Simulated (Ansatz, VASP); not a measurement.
Mo3C: VASP beside Ansatz

```xyz
4
Lattice="3.7559 0.0000 0.0000 0.0000 3.7559 0.0000 0.0000 0.0000 3.7559" Properties=species:S:1:pos:R:3 pbc="T T T"
Mo    0.0000    1.8780    1.8780
Mo    1.8780    0.0000    1.8780
Mo    1.8780    1.8780    0.0000
C     0.0000    0.0000    0.0000
```

Alike in both runs: task relaxation of cell and atoms; functional PBE; k mesh 12 × 12 × 12; occupations gaussian, width 0.1 eV; no spin polarisation.

|  | VASP | Ansatz |
| --- | --- | --- |
| version | VASP 6.6.1 | Ansatz 0.2.0 |
| potentials or method | VASP PAW PBE potentials, release 64 (Mo_sv, C), cutoff 600 eV | scalar-relativistic, plane waves, PAW |
| valence electrons in the cell | 46 | 46 |

```csv
,VASP,Ansatz,Ansatz less VASP
"gap on the k mesh at the Fermi level, each at its own relaxed structure (eV)",none,none,-
relaxed volume (Å³/atom),13.24,13.21,-0.026
relaxed cell length with the largest relative difference (Å),3.755,3.752,-0.0025
```

A gap of «none» marks a metal or a gap that the smearing closes.
